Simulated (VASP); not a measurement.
# Ta5W in VASP: single point with PBEsol

Aim: the single point of Ta5W with PBEsol.

Program: VASP 6.6.1. These are calculated values, not measurements. Logs are shortened: lines on timing, memory, paths and dates and some standing lists are left out, and cuts for length are marked.

## Step 1: The cell of the first run

The cell holds a slab with vacuum, 6 atoms: a = 4.968 Å, b = 5.087 Å, c = 18.868 Å, α = 90.00°, β = 90.00°, γ = 90.00°.

## Step 2: Single point, PBEsol

INCAR

```
SYSTEM = Ta5W
ALGO     = Normal         ! electronic algorithm
DIPOL    = 0.5 0.5 0.500
EDIFF    = 1E-6           ! SCF threshold, eV
ENCUT    = 520            ! plane-wave cutoff, eV
GGA      = PS             ! functional
IDIPOL   = 3            
ISIF     = 2              ! what is computed and relaxed
ISMEAR   = -1             ! smearing method
LASPH    = .True.         ! aspherical terms in the spheres
LCHARG   = .False.        ! write CHGCAR
LDIPOL   = .True.       
LREAL    = .False.        ! projectors in reciprocal space
LWAVE    = .False.        ! write WAVECAR
NBANDS   = 44             ! bands
NELM     = 60             ! most SCF steps
PREC     = Accurate       ! precision mode
SIGMA    = 0.05           ! smearing width, eV
```

KPOINTS

```
k-points
0
Gamma
  8 7 1
  0 0 0
```

POSCAR

```
Ta5W
1.0
    4.9676408003      0.0000000000      0.0000000000
    0.0000000000      5.0868250988      0.0000000000
    0.0000000000      0.0000000000     18.8681000000
Ta W
5 1
Direct
    0.3189631462      0.7500000000      0.4319942841
    0.6810368538      0.2500000000      0.4319942841
    0.1886737833      0.2500000000      0.4999999985
    0.3189631391      0.7500000000      0.5680057174
    0.6810368609      0.2500000000      0.5680057174
    0.8113262167      0.7500000000      0.4999999985
```

Potentials or basis: VASP PAW PBE potentials, release 64 (Ta_pv, W_sv).

Run with:

```
$ cat potpaw_PBE.64/Ta_pv/POTCAR potpaw_PBE.64/W_sv/POTCAR > POTCAR
$ mpirun -np 1 vasp_std > vasp.out
```

OUTCAR:

```text
SYSTEM = Ta5W
   EDIFF = 1E-6
   ENCUT = 520
   GGA = PS
   ISIF = 2
   ISMEAR = -1
   LASPH = .True.
   LREAL = .False.
   NELM = 60
   PREC = Accurate

 ion  position               nearest neighbor table
   1  0.319  0.750  0.432-   4 2.57   6 2.76   6 2.83   3 2.92   3 2.92   2 3.12   2 3.12
   2  0.681  0.250  0.432-   5 2.57   3 2.76   3 2.83   6 2.92   6 2.92   1 3.12   1 3.12
   3  0.189  0.250  0.500-   2 2.76   5 2.76   2 2.83   5 2.83   1 2.92   1 2.92   4 2.92   4 2.92
                             6 3.16   6 3.16
   4  0.319  0.750  0.568-   1 2.57   6 2.76   6 2.83   3 2.92   3 2.92   5 3.12   5 3.12
   5  0.681  0.250  0.568-   2 2.57   3 2.76   3 2.83   6 2.92   6 2.92   4 3.12   4 3.12
   6  0.811  0.750  0.500-   1 2.76   4 2.76   1 2.83   4 2.83   2 2.92   2 2.92   5 2.92   5 2.92
                             3 3.16   3 3.16

  LATTYP: Found a simple orthorhombic cell.
 ALAT       =     4.9676408003
 B/A-ratio  =     1.0239921329
 C/A-ratio  =     3.7982013512

  Lattice vectors:

 A1 = (   4.9676408003,   0.0000000000,   0.0000000000)
 A2 = (   0.0000000000,   5.0868250988,   0.0000000000)
 A3 = (   0.0000000000,   0.0000000000,  18.8681000000)

Analysis of symmetry for initial positions (statically):
=====================================================================
 Subroutine PRICEL returns:
 Original cell was already a primitive cell.

 Routine SETGRP: Setting up the symmetry group for a
 simple orthorhombic supercell.

 Subroutine GETGRP returns: Found  4 space group operations
 (whereof  2 operations were pure point group operations)
 out of a pool of  8 trial point group operations.

The static configuration has the point symmetry C_1h.
 The point group associated with its full space group is C_2v.

Analysis of symmetry for dynamics (positions and initial velocities):
=====================================================================
 Subroutine PRICEL returns:
 Original cell was already a primitive cell.

 Routine SETGRP: Setting up the symmetry group for a
 simple orthorhombic supercell.

 Subroutine GETGRP returns: Found  4 space group operations
 (whereof  2 operations were pure point group operations)
 out of a pool of  8 trial point group operations.

The dynamic configuration has the point symmetry C_1h.
 The point group associated with its full space group is C_2v.

 Subroutine INISYM returns: Found  4 space group operations
 (whereof  2 operations are pure point group operations),
 and found     1 'primitive' translations

----------------------------------------------------------------------------------------

                                     Primitive cell

  volume of cell :     476.7878

  direct lattice vectors                    reciprocal lattice vectors
     4.967640800  0.000000000  0.000000000     0.201302799  0.000000000  0.000000000
     0.000000000  5.086825099  0.000000000     0.000000000  0.196586275  0.000000000
     0.000000000  0.000000000 18.868100000     0.000000000  0.000000000  0.052999507

  length of vectors
     4.967640800  5.086825099 18.868100000     0.201302799  0.196586275  0.052999507

  position of ions in fractional coordinates (direct lattice)
     0.318963146  0.750000000  0.431994284
     0.681036854  0.250000000  0.431994284
     0.188673783  0.250000000  0.499999999
     0.318963139  0.750000000  0.568005717
     0.681036861  0.250000000  0.568005717
     0.811326217  0.750000000  0.499999999

  ion indices of the primitive-cell ions
   primitive index   ion index
                 1           1
                 2           2
                 3           3
                 4           4
                 5           5
                 6           6

----------------------------------------------------------------------------------------

 KPOINTS: k-points

Automatic generation of k-mesh.
 Grid dimensions read from file:
 generate k-points for:    8    7    1

 Generating k-lattice:

  Cartesian coordinates                     Fractional coordinates (reciprocal lattice)
     0.025162850  0.000000000  0.000000000     0.125000000  0.000000000  0.000000000
     0.000000000  0.028083754  0.000000000     0.000000000  0.142857143  0.000000000
     0.000000000  0.000000000  0.052999507     0.000000000  0.000000000  1.000000000

  Length of vectors
     0.025162850  0.028083754  0.052999507

  Shift w.r.t. Gamma in fractional coordinates (k-lattice)
     0.000000000  0.000000000  0.000000000

 Subroutine IBZKPT returns following result:
 ===========================================

 Found     20 irreducible k-points:

 Following reciprocal coordinates:
            Coordinates               Weight
  0.000000  0.000000  0.000000      1.000000
  0.125000  0.000000  0.000000      2.000000
  0.250000  0.000000  0.000000      2.000000
  0.375000  0.000000  0.000000      2.000000
  0.500000  0.000000  0.000000      1.000000
  0.000000  0.142857  0.000000      2.000000
[... 12 lines left out ...]
  0.375000  0.428571  0.000000      4.000000
  0.500000  0.428571  0.000000      2.000000
   k-points           NKPTS =     20   k-points in BZ     NKDIM =     20   number of bands    NBANDS=     44
   number of dos      NEDOS =    301   number of ions     NIONS =      6
   total plane-waves  NPLWV = 224000
   dimension x,y,z NGX =    40 NGY =   40 NGZ =  140
   dimension x,y,z NGXF=    80 NGYF=   80 NGZF=  280
   ions per type =               5   1
   NGX,Y,Z   is equivalent  to a cutoff of  13.39, 13.07, 12.34 a.u.
   NGXF,Y,Z  is equivalent  to a cutoff of  26.77, 26.15, 24.67 a.u.
 SYSTEM =  Ta5W
   PREC   = accura    normal or accurate (medium, high low for compatibility)
   ISTART =      0    job   : 0-new  1-cont  2-samecut
   ICHARG =      2    charge: 1-file 2-atom 10-const
   ISPIN  =      1    spin polarized calculation?
   LNONCOLLINEAR =      F non collinear calculations
   LSORBIT =      F    spin-orbit coupling
   LASPH  =      T    aspherical Exc in radial PAW
   ENCUT  =  520.0 eV  38.22 Ry    6.18 a.u.   9.24  9.46 35.08*2*pi/ulx,y,z
   NELM   =     60;   NELMIN=  2; NELMDL= -5     # of ELM steps
   EDIFF  = 0.1E-05   stopping-criterion for ELM
   LREAL  =      F    real-space projection
   EDIFFG = 0.1E-04   stopping-criterion for IOM
   NSW    =      0    number of steps for IOM
   IBRION =     -1    ionic relax: 0-MD 1-quasi-New 2-CG
   NFREE  =      0    steps in history (QN), initial steepest desc. (CG)
   ISIF   =      2    stress and relaxation
   ISYM   =      2    0-nonsym 1-usesym 2-fastsym
   POTIM  = 0.5000    time-step for ionic-motion
   TEBEG  =    0.0;   TEEND  =   0.0 temperature during run
   PSTRESS=    0.0 pullay stress
   NELECT =      69.0000    total number of electrons
   NUPDOWN=      -1.0000    fix difference up-down
   EMIN   =  10.00;   EMAX   =-10.00  energy-range for DOS
   EFERMI =   0.00;   METHOD = LEGACY
   ISMEAR =    -1;   SIGMA  =   0.05  broadening in eV -4-tet -1-fermi 0-gaus
   EFERMI_NEDOS =   21; number of points for ismear=-14 and -15
   IALGO  =     38    algorithm
   IMIX   =      4    mixing-type and parameters
     AMIX     =   0.40;   BMIX     =  1.00
     AMIX_MAG =   1.60;   BMIX_MAG =  1.00
  volume/ion in A,a.u.               =      79.46       536.25
  Fermi-wavevector in a.u.,A,eV,Ry     =   0.859507  1.624233 10.051338  0.738752
  Thomas-Fermi vector in A             =   1.976872
   LORBIT       =      0    0 simple, 1 ext, 2 COOP (PROOUT), +10 PAW based schemes
   GGA     = PS    functional components
   LHFCALC =     F    Hartree Fock is set to
   AEXX    =    0.0000 exact exchange contribution
   IVDW    =     0    specifies the selected vdW correction
   LEPSILON=     F    determine dielectric tensor
   LRPA    =     F    only Hartree local field effects (RPA)
 non-spin polarized calculation
  energy-cutoff  :      520.00
  volume of cell :      476.79
 maximum number of plane-waves:     12886
 NGX is ok and might be reduce to    40
   NGX = 19   NGY = 19   NGZ = 71

 number of electron      69.0000005 magnetization

 dipolmoment           0.000000      0.000000      0.000000 electrons x Angstroem

 Free energy of the ion-electron system (eV)
  ---------------------------------------------------
  ext. energy  EPLUGINS =         0.00000000
  ---------------------------------------------------
  free energy    TOTEN  =       -67.01597864 eV

  energy without entropy =      -66.92432530  energy(sigma->0) =      -66.97015197

 E-fermi :  -1.4118     XC(G=0):  -4.0662

 val. band max:       -1.4144137157   @ k =   0.0000   0.2857   0.0000
 cond. band min:      -1.4047077316   @ k =   0.2500   0.0000   0.0000
 fundamental gap:      0.0097059841
 Fermi energy:        -1.4118188083

 k-point     1 :       0.0000    0.0000    0.0000
  band No.  band energies     occupation
      1     -75.0793      2.00000
      2     -39.3473      2.00000
      3     -39.3136      2.00000
      4     -39.2182      2.00000
      5     -36.2939      2.00000
      6     -36.2366      2.00000
[... 36 lines left out ...]
     43       0.2841      0.00000
     44       0.4296      0.00000

 k-point     2 :       0.1250    0.0000    0.0000
  band No.  band energies     occupation
      1     -75.0793      2.00000
      2     -39.3471      2.00000
      3     -39.3097      2.00000
      4     -39.2202      2.00000
      5     -36.3048      2.00000
      6     -36.2479      2.00000
[... 36 lines left out ...]
     43       0.3220      0.00000
     44       0.4984      0.00000

 k-point     3 :       0.2500    0.0000    0.0000
  band No.  band energies     occupation
      1     -75.0793      2.00000
      2     -39.3465      2.00000
      3     -39.3000      2.00000
      4     -39.2251      2.00000
      5     -36.3309      2.00000
      6     -36.2486      2.00000
[... 788 lines left out ...]
     43       1.2255      0.00000
     44       1.2308      0.00000

 k-point    20 :       0.5000    0.4286    0.0000
  band No.  band energies     occupation
      1     -75.0794      2.00000
      2     -39.3370      2.00000
      3     -39.2886      2.00000
      4     -39.2370      2.00000
      5     -36.3395      2.00000
      6     -36.2839      2.00000
[... 36 lines left out ...]
     43       1.2455      0.00000
     44       1.4126      0.00000

------------------------ aborting loop because EDIFF is reached ----------------------------------------

 vacuum level on the upper side and lower side of the slab       (xc-potential included)        -0.128        -0.128

  FORCE on cell =-STRESS in cart. coord.  units (eV):
  Direction    XX          YY          ZZ          XY          YZ          ZX
  --------------------------------------------------------------------------------------
  -------------------------------------------------------------------------------------
  Total      -13.5620312    -15.0436235     -1.7603405      0.0000000      0.0000000      0.0000000
  in kB      -45.5732667    -50.5519460     -5.9153725      0.0000000      0.0000000      0.0000000
  external PRESSURE =     -34.0135284 kB  Pullay stress =       0.0000000 kB

 VOLUME and BASIS-vectors are now :
 -----------------------------------------------------------------------------
  energy-cutoff  :      520.00
  volume of cell :      476.79
      direct lattice vectors                 reciprocal lattice vectors
     4.967640800  0.000000000  0.000000000     0.201302799  0.000000000  0.000000000
     0.000000000  5.086825099  0.000000000     0.000000000  0.196586275  0.000000000
     0.000000000  0.000000000 18.868100000     0.000000000  0.000000000  0.052999507

 POSITION                                       TOTAL-FORCE (eV/Angst)
 -----------------------------------------------------------------------------------
      1.58449      3.81512      8.15091         0.034143      0.000000      0.395408
      3.38315      1.27171      8.15091         0.109887      0.000000      0.277515
      0.93726      1.27171      9.43405         0.241061      0.000000      0.000000
      1.58449      3.81512     10.71719         0.034143      0.000000     -0.395408
      3.38315      1.27171     10.71719         0.109887      0.000000     -0.277515
      4.03038      3.81512      9.43405        -0.529119      0.000000      0.000000
 -----------------------------------------------------------------------------------
    total drift:                                0.000173      0.000000      0.000046

  FREE ENERGIE OF THE ION-ELECTRON SYSTEM (eV)
  ---------------------------------------------------
  free  energy   TOTEN  =       -67.0159786366 eV

  energy  without entropy=      -66.9243252992  energy(sigma->0) =      -66.97015197

 vacuum level on the upper side and lower side of the slab         2.323         2.323
```

Wall time 17 min (1 thread of Intel Xeon Platinum 8259CL at 2.50GHz (Skylake/Cascade Lake), shared host); peak memory 0.7 GiB.

Results:

* Free energy: -67.0160 eV
* Largest force: 0.529 eV/Å
* Band gap on the k mesh: zero (an odd number of electrons rules out a gap without spin polarisation)

Forces on the atoms (eV/Å):
```
Ta   0.034  0.000  0.395
Ta   0.110  0.000  0.278
Ta   0.241  0.000  0.000
Ta   0.034  0.000 -0.395
Ta   0.110  0.000 -0.278
W   -0.529  0.000  0.000
```

Levels at points of the mesh, in eV from the Fermi level:
| k point | band 33 | band 34 | band 35 | band 36 | band 37 | band 38 |
| --- | --- | --- | --- | --- | --- | --- |
| (0.00, 0.00, 0.00) | -0.43 | -0.37 | 0.08 | 0.52 | 0.76 | 0.84 |
| (0.50, 0.00, 0.00) | -0.46 | -0.09 | 0.01 | 0.23 | 0.32 | 0.83 |

Caveat: the PAW data sets were made with another functional, which shifts forces and pressure a little; spin-orbit coupling is left out, which moves the levels of the heavy elements.
